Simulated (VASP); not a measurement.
# WS2 (R3m) in VASP: single point with PBE

Aim: the single point of WS2 with PBE.

Everything below comes from runs of VASP 6.6.1. Logs are shortened: lines on timing, memory, paths and dates and some standing lists are left out, and cuts for length are marked.

## Step 1: The cell of the first run

It takes space group R3m (No. 160, trigonal). The conventional cell has a = 3.172 Å, b = 3.172 Å, c = 18.712 Å, α = 90.00°, β = 90.00°, γ = 120.00°. W (site symmetry 3m) has 6 S at 2.41 Å and 6 W at 3.17 Å within 3.2 Å. S (site symmetry 3m) has 3 W at 2.41 Å and 7 S at 3.12 to 3.17 Å within 3.2 Å. S (site symmetry 3m) has 3 W at 2.41 Å and 7 S at 3.12 to 3.17 Å within 3.2 Å.

## Step 2: Single point, PBE, non-collinear spin, zero start, spin-orbit coupling

INCAR reads:

```
SYSTEM = WS2
PREC = Accurate
ENCUT = 520
EDIFF = 1E-6
ISMEAR = -1
SIGMA = 0.02
LREAL = .FALSE.
LASPH = .TRUE.
NELM = 150
ALGO = Normal
ISIF = 2
LWAVE = .FALSE.
LCHARG = .TRUE.
MAGMOM = 0 0 0 0 0 0 0 0 0
LORBIT = 11
LSORBIT = .TRUE.
GGA_COMPAT = .FALSE.
LORBMOM = .TRUE.
LMAXMIX = 4
GGA = PE
LVHAR = .TRUE.
NBANDS = 39
```

KPOINTS reads:

```
Automatic mesh
0
G
  10 10 10
  0 0 0
```

POSCAR reads:

```
WS2
1.0
    1.5858866962      0.9156121110      6.2374692460
   -1.5858866962      0.9156121110      6.2374692460
    0.0000000000     -1.8312242219      6.2374692460
W S
1 2
Direct
   -0.0000115687     -0.0000115687     -0.0000115687
    0.4167981751      0.4167981751      0.4167981751
    0.2498800602      0.2498800602      0.2498800602
```

Potentials or basis: VASP PAW PBE potentials, release 64 (W_sv, S).

Run with:

```bash
cat potpaw_PBE.64/W_sv/POTCAR potpaw_PBE.64/S/POTCAR > POTCAR
mpirun -np 1 vasp_ncl > vasp.out
```

OUTCAR:

```text
SYSTEM = WS2
   PREC = Accurate
   ENCUT = 520
   EDIFF = 1E-6
   ISMEAR = -1
   LREAL = .FALSE.
   LASPH = .TRUE.
   NELM = 150
   ISIF = 2
   LORBIT = 11
   LSORBIT = .TRUE.
   GGA = PE

 ion  position               nearest neighbor table
   1  1.000  1.000  1.000-   3 2.41   3 2.41   3 2.41   2 2.41   2 2.41   2 2.41
   2  0.417  0.417  0.417-   1 2.41   1 2.41   1 2.41
   3  0.250  0.250  0.250-   1 2.41   1 2.41   1 2.41

  LATTYP: Found a trigonal (rhomboedric) cell.
 ALAT       =     6.5007234017
 COS(alpha) =     0.8809715078

  Lattice vectors:

 A1 = (   1.5858866962,   0.9156121110,   6.2374692460)
 A2 = (  -1.5858866962,   0.9156121110,   6.2374692460)
 A3 = (   0.0000000000,  -1.8312242219,   6.2374692460)

Analysis of symmetry for initial positions (statically):
=====================================================================
 Subroutine PRICEL returns:
 Original cell was already a primitive cell.

 Routine SETGRP: Setting up the symmetry group for a
 trigonal (rhombohedral) supercell.

 Subroutine GETGRP returns: Found  6 space group operations
 (whereof  6 operations were pure point group operations)
 out of a pool of 12 trial point group operations.

The static configuration has the point symmetry C_3v.

Analysis of symmetry for dynamics (positions and initial velocities):
=====================================================================
 Subroutine PRICEL returns:
 Original cell was already a primitive cell.

 Routine SETGRP: Setting up the symmetry group for a
 trigonal (rhombohedral) supercell.

 Subroutine GETGRP returns: Found  6 space group operations
 (whereof  6 operations were pure point group operations)
 out of a pool of 12 trial point group operations.

The dynamic configuration has the point symmetry C_3v.

Analysis of structural, dynamic, and magnetic symmetry:
=====================================================================
 Subroutine PRICEL returns:
 Original cell was already a primitive cell.

 Routine SETGRP: Setting up the symmetry group for a
 trigonal (rhombohedral) supercell.

 Subroutine GETGRP returns: Found  6 space group operations
 (whereof  6 operations were pure point group operations)
 out of a pool of 12 trial point group operations.

The overall configuration has the point symmetry C_3v.

 Subroutine INISYM returns: Found  6 space group operations
 (whereof  6 operations are pure point group operations),
 and found     1 'primitive' translations

----------------------------------------------------------------------------------------

                                     Primitive cell

  volume of cell :      54.3430

  direct lattice vectors                    reciprocal lattice vectors
     1.585886696  0.915612111  6.237469246     0.315281036  0.182027591  0.053440477
    -1.585886696  0.915612111  6.237469246    -0.315281036  0.182027591  0.053440477
     0.000000000 -1.831224222  6.237469246     0.000000000 -0.364055182  0.053440477

  length of vectors
     6.500723402  6.500723402  6.500723402     0.367956601  0.367956601  0.367956601

  position of ions in fractional coordinates (direct lattice)
     0.999988431  0.999988431  0.999988431
     0.416798175  0.416798175  0.416798175
     0.249880060  0.249880060  0.249880060

  ion indices of the primitive-cell ions
   primitive index   ion index
                 1           1
                 2           2
                 3           3

----------------------------------------------------------------------------------------

 KPOINTS: Automatic mesh

Automatic generation of k-mesh.
 Grid dimensions read from file:
 generate k-points for:   10   10   10

 Generating k-lattice:

  Cartesian coordinates                     Fractional coordinates (reciprocal lattice)
     0.031528104  0.018202759  0.005344048     0.100000000 -0.000000000  0.000000000
    -0.031528104  0.018202759  0.005344048    -0.000000000  0.100000000  0.000000000
     0.000000000 -0.036405518  0.005344048     0.000000000  0.000000000  0.100000000

[... 99 lines left out ...]

 Free energy of the ion-electron system (eV)
  ---------------------------------------------------
  ext. energy  EPLUGINS =         0.00000000
  ---------------------------------------------------
  free energy    TOTEN  =       -24.39010378 eV

  energy without entropy =      -24.39010378  energy(sigma->0) =      -24.39010378

 E-fermi :   7.7841     XC(G=0): -10.8104

 val. band max:        7.2201203973   @ k =   0.5000   0.5000   0.5000
 cond. band min:       8.2225869707   @ k =  -0.2000   0.2000   0.0000
 fundamental gap:      1.0024665734
 Fermi energy:         7.7840751834

 k-point     1 :       0.0000    0.0000    0.0000
  band No.  band energies     occupation
      1     -67.4298      1.00000
      2     -67.4298      1.00000
      3     -37.4990      1.00000
      4     -37.4990      1.00000
      5     -28.8590      1.00000
      6     -28.8590      1.00000
[... 973 lines left out ...]
     37      14.5746      0.00000
     38      14.6882      0.00000

 [... further k-points ...]

 [bands above 38 left out]

------------------------ aborting loop because EDIFF is reached ----------------------------------------

  FORCE on cell =-STRESS in cart. coord.  units (eV):
  Direction    XX          YY          ZZ          XY          YZ          ZX
  --------------------------------------------------------------------------------------
  -------------------------------------------------------------------------------------
  Total        1.0391792      1.0391792      1.4741848      0.0000000      0.0000000      0.0000000
  in kB       30.6378069     30.6378069     43.4629455      0.0000000      0.0000000      0.0000000
  external PRESSURE =      34.9128531 kB  Pullay stress =       0.0000000 kB

 VOLUME and BASIS-vectors are now :
 -----------------------------------------------------------------------------
  energy-cutoff  :      520.00
  volume of cell :       54.34
      direct lattice vectors                 reciprocal lattice vectors
     1.585886696  0.915612111  6.237469246     0.315281036  0.182027591  0.053440477
    -1.585886696  0.915612111  6.237469246    -0.315281036  0.182027591  0.053440477
     0.000000000 -1.831224222  6.237469246     0.000000000 -0.364055182  0.053440477

 POSITION                                       TOTAL-FORCE (eV/Angst)
 -----------------------------------------------------------------------------------
      0.00000      0.00000     18.71219         0.000000      0.000000      0.001266
      0.00000      0.00000      7.79930         0.000000      0.000000      0.220659
      0.00000      0.00000      4.67586         0.000000     -0.000000     -0.221924
 -----------------------------------------------------------------------------------
    total drift:                               -0.000000      0.000000     -0.000013

  FREE ENERGIE OF THE ION-ELECTRON SYSTEM (eV)
  ---------------------------------------------------
  free  energy   TOTEN  =       -24.3901037838 eV

  energy  without entropy=      -24.3901037838  energy(sigma->0) =      -24.39010378

 orbital moment (x)

 # of ion     p       d       tot
 ----------------------------------------
  1        -0.000   0.000   0.000
  2         0.000   0.000   0.000
  3        -0.000   0.000  -0.000
 ----------------------------------------
           -0.000   0.000   0.000

 orbital moment (y)

 # of ion     p       d       tot
 ----------------------------------------
  1         0.000   0.000   0.000
  2         0.000   0.000   0.000
  3         0.000   0.000   0.000
 ----------------------------------------
            0.000   0.000   0.000

 orbital moment (z)

 # of ion     p       d       tot
 ----------------------------------------
  1         0.000   0.000   0.000
  2         0.000   0.000   0.000
  3         0.000   0.000   0.000
 ----------------------------------------
            0.000   0.000   0.000

 Spin-Orbit-Coupling matrix elements

 Ion:    1  E_soc:     -1.4922966
 l=   1
     0.0000000    -0.2213972    -0.2223150
    -0.2213972     0.0000000    -0.2213972
    -0.2223150    -0.2213972     0.0000000
 l=   2
     0.0000000    -0.0051403     0.0000000    -0.0051403    -0.0226962
    -0.0051403     0.0000000    -0.0167057    -0.0043698    -0.0051403
     0.0000000    -0.0167057     0.0000000    -0.0167057     0.0000000
    -0.0051403    -0.0043698    -0.0167057     0.0000000    -0.0051403
    -0.0226962    -0.0051403     0.0000000    -0.0051403     0.0000000
 l=   3
     0.0000000     0.0000000     0.0000000     0.0000000     0.0000000     0.0000000     0.0000000
     0.0000000     0.0000000     0.0000000     0.0000000     0.0000000     0.0000000     0.0000000
     0.0000000     0.0000000     0.0000000     0.0000000     0.0000000     0.0000000     0.0000000
     0.0000000     0.0000000     0.0000000     0.0000000     0.0000000     0.0000000     0.0000000
[... 29 lines left out ...]
 l=   2
     0.0000000     0.0000000     0.0000000     0.0000000     0.0000000
     0.0000000     0.0000000     0.0000000     0.0000000     0.0000000
     0.0000000     0.0000000     0.0000000     0.0000000     0.0000000
     0.0000000     0.0000000     0.0000000     0.0000000     0.0000000
     0.0000000     0.0000000     0.0000000     0.0000000     0.0000000
 l=   3
     0.0000000     0.0000000     0.0000000     0.0000000     0.0000000     0.0000000     0.0000000
     0.0000000     0.0000000     0.0000000     0.0000000     0.0000000     0.0000000     0.0000000
     0.0000000     0.0000000     0.0000000     0.0000000     0.0000000     0.0000000     0.0000000
     0.0000000     0.0000000     0.0000000     0.0000000     0.0000000     0.0000000     0.0000000
     0.0000000     0.0000000     0.0000000     0.0000000     0.0000000     0.0000000     0.0000000
     0.0000000     0.0000000     0.0000000     0.0000000     0.0000000     0.0000000     0.0000000
     0.0000000     0.0000000     0.0000000     0.0000000     0.0000000     0.0000000     0.0000000

 total charge

# of ion       s       p       d       tot
------------------------------------------
    1        2.321   6.334   3.392  12.047
    2        1.360   2.366   0.000   3.726
    3        1.360   2.367   0.000   3.726
--------------------------------------------------
tot          5.040  11.066   3.392  19.499

 magnetization (x)

# of ion       s       p       d       tot
------------------------------------------
    1        0.000   0.000   0.000   0.000
    2        0.000   0.000   0.000   0.000
    3        0.000  -0.000   0.000  -0.000
--------------------------------------------------
tot          0.000  -0.000   0.000  -0.000

 magnetization (y)

# of ion       s       p       d       tot
------------------------------------------
    1        0.000   0.000   0.000   0.000
    2       -0.000   0.000   0.000  -0.000
    3        0.000   0.000   0.000   0.000
--------------------------------------------------
tot         -0.000   0.000   0.000  -0.000

 magnetization (z)

# of ion       s       p       d       tot
------------------------------------------
    1        0.000   0.000   0.000   0.000
    2        0.000   0.000   0.000   0.000
    3        0.000   0.000   0.000   0.000
--------------------------------------------------
tot          0.000   0.000   0.000   0.000
```

Wall time 66 min (1 thread of Oxide Virtual Turin-like, shared host); peak memory 1.1 GiB.

What came out:

```yaml
Free_energy: -24.3901 eV
Pressure: 3.5 GPa
Largest_force: 0.222 eV/Å
Net_moment: 0.00 μB per cell
Valence_electrons_inside_the_program's_atomic_spheres: W 12.05; S 3.73
```

Forces in eV/Å, atoms in the order of the input:
```
W    0.000  0.000  0.001
S    0.000  0.000  0.221
S    0.000  0.000 -0.222
```

Stress tensor (GPa, compression positive):
```
3.06 0.00 0.00
0.00 3.06 0.00
0.00 0.00 4.35
```

Moments on the atoms (μB; x, y, z):
```
W   0.00 0.00 0.00
S   0.00 0.00 0.00
S   0.00 0.00 0.00
```

Caveat: the cell stands under pressure.
